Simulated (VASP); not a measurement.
A run of VASP 6.6.1 is set up as follows.

File INCAR:

```
PREC = Accurate
ENCUT = 520
EDIFF = 1E-6
ISMEAR = -1
SIGMA = 0.02
LREAL = Auto
LASPH = True
NELM = 80
ALGO = Normal
ISIF = 2
LWAVE = False
LCHARG = False
GGA = PE
IVDW = 12
NBANDS = 53
```

Contents of KPOINTS:

```
Automatic mesh
0
Gamma
  2 2 1
```

File POSCAR:

```
HC9
1.0
    7.3980000000      0.0000000000      0.0000000000
   -3.6990000000      6.4068560000      0.0000000000
    0.0000000000      0.0000000000     12.0000000000
C H
18 2
Direct
   -0.0070924098      0.0024036588      0.0703515744
    0.2178181811      0.1148471450      0.0703083690
   -0.0049611782      0.3375876672      0.0701630798
    0.2156672994      0.4478918570      0.0702977275
   -0.0052413339      0.6687733100      0.0701676267
    0.2159595784      0.7793557441      0.0702831545
    0.3284083229      0.0042731708      0.0702563137
    0.5490162218      0.1145522145      0.0700806653
    0.3281296517      0.3354403516      0.0702968499
    0.5493241506      0.4460425645      0.0701635277
    0.3262530006      0.6690664517      0.0703115295
    0.5511695130      0.7815246185      0.0703407983
    0.6614602087      0.0021371886      0.0702634648
    0.8826174007      0.1127135209      0.0703000533
    0.6595994704      0.3357317968      0.0699064971
    0.8845028465      0.4481948500      0.0699321596
    0.6617522337      0.6709299811      0.0702918458
    0.8823437059      0.7812340213      0.0702876080
    0.7001228143      0.2789106641      0.3234090504
    0.8065196223      0.2923863233      0.3325875047
```

Potentials or basis: VASP PAW PBE potentials, release 64 (C, H).

Launch:

```bash
$ cat potpaw_PBE.64/C/POTCAR potpaw_PBE.64/H/POTCAR > POTCAR
$ mpirun -np 1 vasp_std > vasp.out
```

**Question.** What does it give for the largest force?

**Answer.** 0.025 eV/Å.

**Question.** What does it give for the dispersion energy per atom?

**Answer.** -0.083 eV.

Forces on the atoms (eV/Å):
```
C    0.008 -0.011  0.002
C   -0.006 -0.010 -0.004
C    0.002  0.006  0.002
C    0.003  0.004 -0.002
C    0.010  0.007 -0.001
C   -0.015  0.004  0.001
C    0.001 -0.010 -0.003
C   -0.002  0.014  0.003
C   -0.005  0.014  0.001
C    0.001  0.001  0.003
C    0.010 -0.005  0.000
C   -0.002 -0.002  0.002
C   -0.004  0.000  0.001
C   -0.008  0.002 -0.001
C    0.017  0.007  0.002
C   -0.014 -0.020  0.003
C   -0.004 -0.001  0.000
C    0.003  0.005  0.001
H   -0.001 -0.004 -0.007
H    0.006 -0.001 -0.002
```

Caveat: the k points lie up to 0.49 Å⁻¹ apart; there is no dipole correction, which matters where the two faces differ.
